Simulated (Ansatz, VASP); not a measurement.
# Two plane-wave programs on BaLi2S2

```
CELL_PARAMETERS angstrom
4.29875 0.00000 0.00000
-2.14938 3.72283 0.00000
0.00000 0.00000 7.13619
ATOMIC_POSITIONS crystal
Ba 0.00000 0.00000 0.00000
Li 0.66667 0.33333 0.61243
Li 0.33333 0.66667 0.38757
S 0.66667 0.33333 0.27158
S 0.33333 0.66667 0.72842
```

Change from the starting cell: species swapped into the ZrCu2P2 type (P-3m1, No. 164).

Alike in both runs: functional PBE; k mesh 6 × 6 × 4; occupations gaussian, width 0.02 eV; no spin polarisation.

Ansatz relaxed the structure, and its values are those at the end. VASP's run is a single point on that final structure, the one shown.

|  | VASP | Ansatz |
| --- | --- | --- |
| version | VASP 6.6.1 | Ansatz 0.2.0 |
| potentials or method | VASP PAW PBE potentials, release 64 (Ba_sv, Li_sv, S), cutoff 520 eV | scalar-relativistic, plane waves, PAW |
| valence electrons in the cell | 28 | 28 |

Ansatz gave:

```
gap on the k mesh at the Fermi level (eV) : 2.80
least direct gap on the mesh (eV)         : 3.10
rms of the force components (eV/Å)        : 0.002
```

Q: Estimate VASP's values.

A: gap on the k mesh at the Fermi level (eV): 2.74; least direct gap on the mesh (eV): 3.04; rms of the force components (eV/Å): 0.028.

The functional is the same, so the differences come from potentials, cutoffs and numerics.

Neither program's run includes spin-orbit coupling. Noted on VASP's run: the cutoff is short for stress, so the pressure is rough.
